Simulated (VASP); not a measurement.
# BiTe (P-6m2) in VASP: a series of runs

BiTe is run at these levels: PBE; tasks: single point, relaxation of shape and atoms at fixed volume.

All numbers are computed with VASP 6.6.1; they aren't measurements. Logs are shortened: lines on timing, memory, paths and dates and some standing lists are left out, and cuts for length are marked.

## 1. The cell of the first run

The structure is hexagonal, space group P-6m2 (No. 187). The conventional cell has a = 4.150 Å, b = 4.150 Å, c = 4.441 Å, α = 90.00°, β = 90.00°, γ = 120.00°. Bi (site symmetry -6m2) has 6 Te at 3.27 Å and 8 Bi at 4.15 to 4.44 Å within 4.5 Å. Te (site symmetry -6m2) has 6 Bi at 3.27 Å and 8 Te at 4.15 to 4.44 Å within 4.5 Å.

## 2. Single point, PBE, non-collinear spin, zero start, spin-orbit coupling

INCAR

```
  PREC = Accurate
  ENCUT = 500
  EDIFF = 1E-6
  ISMEAR = 0
  SIGMA = 0.05
  LREAL = F
  LASPH = T
  NELM = 200
  ALGO = Normal
  ISIF = 2
  LWAVE = F
  LCHARG = F
  MAGMOM = 0 0 0 0 0 0
  LORBIT = 11
  LSORBIT = T
  GGA_COMPAT = F
  LORBMOM = T
  GGA = PE
  NBANDS = 33
```

KPOINTS

```
Automatic mesh
0
Gamma
  10 10 8
```

POSCAR

```
BiTe
1.0
    4.1497576262      0.0000000000      0.0000000000
   -2.0748788131      3.5937955239      0.0000000000
    0.0000000000      0.0000000000      4.4405072890
Bi Te
1 1
Direct
    0.0000000000      0.0000000000      0.0000000000
    0.6666666667      0.3333333333      0.5000000000
```

Potentials or basis: VASP PAW PBE potentials, release 64 (Bi_d, Te).

Command:

```console
$ cat potpaw_PBE.64/Bi_d/POTCAR potpaw_PBE.64/Te/POTCAR > POTCAR
$ mpirun -np 1 vasp_ncl > vasp.out
```

OUTCAR:

```text
PREC = Accurate
   ENCUT = 500
   EDIFF = 1E-6
   ISMEAR = 0
   LREAL = F
   LASPH = T
   NELM = 200
   ISIF = 2
   LORBIT = 11
   LSORBIT = T
   GGA = PE

 ion  position               nearest neighbor table
   1  0.000  0.000  0.000-   2 3.27   2 3.27   2 3.27   2 3.27   2 3.27   2 3.27
   2  0.667  0.333  0.500-   1 3.27   1 3.27   1 3.27   1 3.27   1 3.27   1 3.27

  LATTYP: Found a hexagonal cell.
 ALAT       =     4.1497576262
 C/A-ratio  =     1.0700642517

  Lattice vectors:

 A1 = (   4.1497576262,   0.0000000000,   0.0000000000)
 A2 = (  -2.0748788131,   3.5937955239,   0.0000000000)
 A3 = (   0.0000000000,   0.0000000000,   4.4405072890)

Analysis of symmetry for initial positions (statically):
=====================================================================
 Subroutine PRICEL returns:
 Original cell was already a primitive cell.

 Routine SETGRP: Setting up the symmetry group for a
 hexagonal supercell.

 Subroutine GETGRP returns: Found 12 space group operations
 (whereof 12 operations were pure point group operations)
 out of a pool of 24 trial point group operations.

The static configuration has the point symmetry D_3h.

Analysis of symmetry for dynamics (positions and initial velocities):
=====================================================================
 Subroutine PRICEL returns:
 Original cell was already a primitive cell.

 Routine SETGRP: Setting up the symmetry group for a
 hexagonal supercell.

 Subroutine GETGRP returns: Found 12 space group operations
 (whereof 12 operations were pure point group operations)
 out of a pool of 24 trial point group operations.

The dynamic configuration has the point symmetry D_3h.

Analysis of structural, dynamic, and magnetic symmetry:
=====================================================================
 Subroutine PRICEL returns:
 Original cell was already a primitive cell.

 Routine SETGRP: Setting up the symmetry group for a
 hexagonal supercell.

 Subroutine GETGRP returns: Found 12 space group operations
 (whereof 12 operations were pure point group operations)
 out of a pool of 24 trial point group operations.

The overall configuration has the point symmetry D_3h.

 Subroutine INISYM returns: Found 12 space group operations
 (whereof 12 operations are pure point group operations),
 and found     1 'primitive' translations

----------------------------------------------------------------------------------------

                                     Primitive cell
[... 1040 lines left out ...]
 -----------------------------------------------------------------------------------
    total drift:                               -0.000000      0.000000      0.000000

  FREE ENERGIE OF THE ION-ELECTRON SYSTEM (eV)
  ---------------------------------------------------
  free  energy   TOTEN  =        -7.9489222229 eV

  energy  without entropy=       -7.9460370038  energy(sigma->0) =       -7.94747961

 orbital moment (x)

 # of ion     p       d       tot
 ----------------------------------------
  1        -0.000  -0.000  -0.000
  2        -0.000   0.000  -0.000
 ----------------------------------------
           -0.000  -0.000  -0.000

 orbital moment (y)

 # of ion     p       d       tot
 ----------------------------------------
  1        -0.000  -0.000  -0.000
  2        -0.000   0.000  -0.000
 ----------------------------------------
           -0.000  -0.000  -0.000

 orbital moment (z)

 # of ion     p       d       tot
 ----------------------------------------
  1         0.000   0.000   0.000
  2         0.000  -0.000   0.000
 ----------------------------------------
            0.000   0.000   0.000

 Spin-Orbit-Coupling matrix elements

 Ion:    1  E_soc:     -1.7607239
 l=   1
     0.0000000    -0.2215569    -0.2401682
    -0.2215569     0.0000000    -0.2215569
    -0.2401682    -0.2215569     0.0000000
 l=   2
     0.0000000    -0.0131334     0.0000000    -0.0131334    -0.0525871
    -0.0131334     0.0000000    -0.0393706    -0.0132181    -0.0131334
     0.0000000    -0.0393706     0.0000000    -0.0393706     0.0000000
    -0.0131334    -0.0132181    -0.0393706     0.0000000    -0.0131334
    -0.0525871    -0.0131334     0.0000000    -0.0131334     0.0000000
 l=   3
     0.0000000     0.0000000     0.0000000     0.0000000     0.0000000     0.0000000     0.0000000
     0.0000000     0.0000000     0.0000000     0.0000000     0.0000000     0.0000000     0.0000000
     0.0000000     0.0000000     0.0000000     0.0000000     0.0000000     0.0000000     0.0000000
     0.0000000     0.0000000     0.0000000     0.0000000     0.0000000     0.0000000     0.0000000
     0.0000000     0.0000000     0.0000000     0.0000000     0.0000000     0.0000000     0.0000000
     0.0000000     0.0000000     0.0000000     0.0000000     0.0000000     0.0000000     0.0000000
     0.0000000     0.0000000     0.0000000     0.0000000     0.0000000     0.0000000     0.0000000

 Ion:    2  E_soc:     -0.2057024
 l=   1
     0.0000000    -0.0336899    -0.0355842
    -0.0336899     0.0000000    -0.0336899
    -0.0355842    -0.0336899     0.0000000
 l=   2
     0.0000000     0.0000101     0.0000000     0.0000101    -0.0000137
     0.0000101     0.0000000     0.0000160     0.0000541     0.0000101
     0.0000000     0.0000160     0.0000000     0.0000160     0.0000000
     0.0000101     0.0000541     0.0000160     0.0000000     0.0000101
    -0.0000137     0.0000101     0.0000000     0.0000101     0.0000000
 l=   3
     0.0000000     0.0000000     0.0000000     0.0000000     0.0000000     0.0000000     0.0000000
     0.0000000     0.0000000     0.0000000     0.0000000     0.0000000     0.0000000     0.0000000
     0.0000000     0.0000000     0.0000000     0.0000000     0.0000000     0.0000000     0.0000000
     0.0000000     0.0000000     0.0000000     0.0000000     0.0000000     0.0000000     0.0000000
     0.0000000     0.0000000     0.0000000     0.0000000     0.0000000     0.0000000     0.0000000
     0.0000000     0.0000000     0.0000000     0.0000000     0.0000000     0.0000000     0.0000000
     0.0000000     0.0000000     0.0000000     0.0000000     0.0000000     0.0000000     0.0000000

 total charge

# of ion       s       p       d       tot
------------------------------------------
    1        1.569   1.182   9.928  12.679
    2        1.408   1.893   0.030   3.331
--------------------------------------------------
tot          2.977   3.075   9.958  16.010

 magnetization (x)

# of ion       s       p       d       tot
------------------------------------------
    1        0.000  -0.000   0.000  -0.000
    2        0.000   0.000   0.000   0.000
--------------------------------------------------
tot          0.000  -0.000   0.000  -0.000

 magnetization (y)

# of ion       s       p       d       tot
------------------------------------------
    1        0.000  -0.000  -0.000  -0.000
    2        0.000   0.000   0.000   0.000
--------------------------------------------------
tot          0.000  -0.000   0.000  -0.000

 magnetization (z)

# of ion       s       p       d       tot
------------------------------------------
    1       -0.000  -0.000  -0.000  -0.000
    2        0.000   0.000  -0.000  -0.000
--------------------------------------------------
tot         -0.000  -0.000  -0.000  -0.000
```

It took 3.6 min on 1 thread of AMD EPYC 9R45 (Zen 5), shared host; peak memory 0.47 GiB.

What came out:

```yaml
Free_energy: -7.9489 eV
Pressure: 1.0 GPa
Net_moment: 0.00 μB per cell
Valence_electrons_inside_the_program's_atomic_spheres: Bi 12.68; Te 3.33
```

Stress tensor (GPa, compression positive):
```
1.34 0.00 0.00
0.00 1.34 0.00
0.00 0.00 0.44
```

Moments on the atoms (μB; x, y, z):
```
Bi  0.00 0.00 0.00
Te  0.00 0.00 0.00
```

## 3. Relaxation of shape and atoms at fixed volume, PBE (34.44 Å³/atom)

This run uses another cell than the first one, of 34.44 Å³/atom.

INCAR

```
SYSTEM = BiTe
PREC     = Accurate       ! precision mode
ENCUT    = 500            ! plane-wave cutoff, eV
EDIFF    = 1E-7           ! SCF threshold, eV
ISMEAR   = 0              ! smearing method
SIGMA    = 0.05           ! smearing width, eV
LREAL    = .FALSE.        ! projectors in reciprocal space
LASPH    = .TRUE.         ! aspherical terms in the spheres
NELM     = 120            ! most SCF steps
ALGO     = Normal         ! electronic algorithm
ISIF     = 4              ! what is computed and relaxed
LWAVE    = .FALSE.        ! write WAVECAR
LCHARG   = .FALSE.        ! write CHGCAR
GGA      = PE             ! functional
IBRION   = 2              ! ionic algorithm
NSW      = 60             ! ionic steps
EDIFFG   = -0.01          ! ionic threshold
GGA_COMPAT= .FALSE.      
NELMIN   = 4
```

KPOINTS

```
regular mesh
0
G
  10 10 8
  0 0 0
```

POSCAR

```
BiTe
1.0
    4.2146409451      0.0000000000      0.0000000000
   -2.1073204726      3.6499861263      0.0000000000
    0.0000000000      0.0000000000      4.4770322835
Bi Te
1 1
Direct
    0.0000000000      0.0000000000      0.0000000000
    0.6666666667      0.3333333333      0.5000000000
```

Potentials or basis: VASP PAW PBE potentials, release 64 (Bi_d, Te).

Command:

```console
$ cat potpaw_PBE.64/Bi_d/POTCAR potpaw_PBE.64/Te/POTCAR > POTCAR
$ mpirun -np 1 vasp_std > vasp.out
```

It took 2.1 min on 1 thread of Intel Xeon 8259CL, shared host; peak memory 0.24 GiB.

Results (log left out):

```yaml
Free_energy: -7.0072 eV
Energy_gained_by_relaxing: 0.2 meV/atom
Ionic_steps: 3
Pressure_after_relaxing: -1.6 GPa
Band_gap_on_the_k_mesh: zero (an odd number of electrons rules out a gap without spin polarisation)
```

Step by step:
| step | energy change (eV) | largest force (eV/Å) | pressure (GPa) | volume (Å³) |
| --- | --- | --- | --- | --- |
| 1 | 0.0000 | 0.0000 | -1.68 | 68.87 |
| 2 | -0.0003 | 0.0000 | -1.62 | 68.87 |
| 3 | -0.0004 | 0.0000 | -1.57 | 68.87 |

Final structure:
```xyz
2
Lattice="4.2250 0.0000 0.0000 -2.1125 3.6590 0.0000 0.0000 0.0000 4.4551" Properties=species:S:1:pos:R:3 pbc="T T T"
Bi    0.0000    0.0000    4.4551
Te    2.1125    1.2197    2.2275
```

Levels at points of the mesh, in eV from the Fermi level:
```
           k point  band 7  band 8  band 9  band 10  band 11  band 12  band 13  band 14
(0.00, 0.00, 0.00)   -8.63   -3.72   -1.54    -1.54     1.58     1.58     3.30     3.99
(0.50, 0.00, 0.00)  -10.39   -3.24   -2.88    -2.02    -0.24     0.31     2.87     3.30
(0.00, 0.00, 0.50)  -11.59   -0.97   -0.70    -0.70     0.09     0.93     0.93     6.46
(0.50, 0.00, 0.50)  -10.70   -4.86   -4.85    -1.43    -0.24     1.28     1.56     7.50
```

Caveat: spin-orbit coupling is left out, which moves the levels of the heavy elements.

## 4. Relaxation of shape and atoms at fixed volume, PBE (35.43 Å³/atom)

This run uses another cell than the first one, of 35.43 Å³/atom.

INCAR

```
SYSTEM = BiTe
PREC = Accurate
ENCUT = 500
EDIFF = 1E-7
ISMEAR = 0
SIGMA = 0.05
LREAL = .FALSE.
LASPH = .TRUE.
NELM = 120
ALGO = Normal
ISIF = 4
LWAVE = .FALSE.
LCHARG = .FALSE.
GGA = PE
IBRION = 2
NSW = 60
EDIFFG = -0.01
GGA_COMPAT = .FALSE.
NELMIN = 4
```

KPOINTS

```
Automatic mesh
0
G
  10 10 8
  0 0 0
```

POSCAR

```
BiTe
1.0
    4.2652413480      0.0000000000      0.0000000000
   -2.1326206740      3.6938073606      0.0000000000
    0.0000000000      0.0000000000      4.4975355732
Bi Te
1 1
Direct
    0.0000000000      0.0000000000      0.0000000000
    0.6666666667      0.3333333333      0.5000000000
```

Command:

```console
$ cat potpaw_PBE.64/Bi_d/POTCAR potpaw_PBE.64/Te/POTCAR > POTCAR
$ mpirun -np 1 vasp_std > vasp.out
```

Wall time 2.1 min (1 thread of Intel Xeon 8259CL, shared host); peak memory 0.24 GiB.

The run converged. Its results:

| Quantity | Value |
| --- | --- |
| Free energy | -6.9821 eV |
| Energy gained by relaxing | 0.5 meV/atom |
| Ionic steps | 3 |
| Pressure after relaxing | -2.5 GPa |
| Band gap on the k mesh | zero (an odd number of electrons rules out a gap without spin polarisation) |

Step by step:
```tsv
step	energy change (eV)	largest force (eV/Å)	pressure (GPa)	volume (Å³)
1	0.0000	0.0000	-2.66	70.86
2	-0.0007	0.0000	-2.58	70.86
3	-0.0010	0.0000	-2.50	70.86
```

Final structure:
```
Bi Te
1.0
     4.28202    0.00000    0.00000
    -2.14101    3.70833    0.00000
     0.00000    0.00000    4.46237
Bi Te
1 1
Direct
  0.00000 0.00000 0.00000
  0.66667 0.33333 0.50000
```

Levels at points of the mesh, in eV from the Fermi level:
```csv
k point,band 8,band 9,band 10,band 11,band 12,band 13
"(0.00, 0.00, 0.00)",-3.56,-1.58,-1.58,1.48,1.48,3.33
"(0.50, 0.00, 0.00)",-3.17,-2.86,-1.94,-0.18,0.34,2.78
"(0.00, 0.00, 0.50)",-1.06,-0.75,-0.75,-0.03,0.84,0.84
"(0.50, 0.00, 0.50)",-4.72,-4.71,-1.43,-0.26,1.26,1.52
```

Caveat: spin-orbit coupling is left out, which moves the levels of the heavy elements.

## 5. Relaxation of shape and atoms at fixed volume, PBE (36.42 Å³/atom)

This run uses another cell than the first one, of 36.42 Å³/atom.

INCAR

```
SYSTEM = BiTe
ALGO = Normal ; EDIFF = 1E-7
EDIFFG = -0.01 ; ENCUT = 500
GGA = PE ; GGA_COMPAT = .False.
IBRION = 2 ; ISIF = 4
ISMEAR = 0 ; LASPH = .True.
LCHARG = .False. ; LREAL = .False.
LWAVE = .False. ; NELM = 120
NELMIN = 4 ; NSW = 60
PREC = Accurate ; SIGMA = 0.05
```

KPOINTS

```
k-points
0
Gamma
  10 10 8
  0 0 0
```

POSCAR

```
BiTe
1.0
    4.3198190263      0.0000000000      0.0000000000
   -2.1599095132      3.7410730165      0.0000000000
    0.0000000000      0.0000000000      4.5075404221
Bi Te
1 1
Direct
    0.0000000000      0.0000000000      0.0000000000
    0.6666666667      0.3333333333      0.5000000000
```

Command:

```console
$ cat potpaw_PBE.64/Bi_d/POTCAR potpaw_PBE.64/Te/POTCAR > POTCAR
$ mpirun -np 1 vasp_std > vasp.out
```

It took 1.9 min on 1 thread of Intel Xeon 8259CL, shared host; peak memory 0.24 GiB.

The run converged. Its results:

```yaml
Free_energy: -6.9467 eV
Energy_gained_by_relaxing: 0.6 meV/atom
Ionic_steps: 3
Pressure_after_relaxing: -3.2 GPa
Band_gap_on_the_k_mesh: zero (an odd number of electrons rules out a gap without spin polarisation)
```

Step by step:
```tsv
step	energy change (eV)	largest force (eV/Å)	pressure (GPa)	volume (Å³)
1	0.0000	0.0000	-3.43	72.85
2	-0.0009	0.0000	-3.34	72.85
3	-0.0013	0.0000	-3.24	72.85
```

Final structure:
```cif
data_structure
_symmetry_space_group_name_H-M 'P 1'
_symmetry_Int_Tables_number 1
_cell_length_a 4.3405
_cell_length_b 4.3405
_cell_length_c 4.4647
_cell_angle_alpha 90.000
_cell_angle_beta 90.000
_cell_angle_gamma 120.000
_cell_volume 72.85
loop_
_atom_site_label
_atom_site_type_symbol
_atom_site_fract_x
_atom_site_fract_y
_atom_site_fract_z
_atom_site_occupancy
Bi1 Bi 0.00000 0.00000 0.00000 1
Te1 Te 0.66667 0.33333 0.50000 1
```

Levels at points of the mesh, in eV from the Fermi level:
```
           k point  band 8  band 9  band 10  band 11  band 12  band 13
(0.00, 0.00, 0.00)   -3.40   -1.64    -1.64     1.39     1.39     3.35
(0.50, 0.00, 0.00)   -3.10   -2.85    -1.86    -0.13     0.36     2.68
(0.00, 0.00, 0.50)   -1.16   -0.80    -0.80    -0.16     0.74     0.74
(0.50, 0.00, 0.50)   -4.60   -4.59    -1.44    -0.28     1.23     1.47
```

Caveat: spin-orbit coupling is left out, which moves the levels of the heavy elements.

## 6. The runs side by side

```csv
task,spin,cell,gap on the mesh (eV),pressure (GPa)
single point,"non-collinear, zero start, SOC","a = 4.150, b = 4.150, c = 4.441 Å, angles 90.0, 90.0, 120.0°, 2 atoms",-,1.0
relaxation of shape and atoms at fixed volume,off,"relaxed from a = 4.215, b = 4.215, c = 4.477 Å, angles 90.0, 90.0, 120.0°, 2 atoms",none,-1.6
relaxation of shape and atoms at fixed volume,off,"relaxed from a = 4.265, b = 4.265, c = 4.498 Å, angles 90.0, 90.0, 120.0°, 2 atoms",none,-2.5
relaxation of shape and atoms at fixed volume,off,"relaxed from a = 4.320, b = 4.320, c = 4.508 Å, angles 90.0, 90.0, 120.0°, 2 atoms",none,-3.2
```

Alike in all rows: level PBE; potentials or basis VASP PAW PBE potentials, release 64 (Bi_d, Te); k mesh 10 × 10 × 8; cutoff (eV) 500; smearing gaussian 0.05 eV.

Caveats: spin-orbit coupling is left out, which moves the levels of the heavy elements (at least some runs).

Total energies depend on the potentials used, so only differences within one code and one set of settings carry meaning.
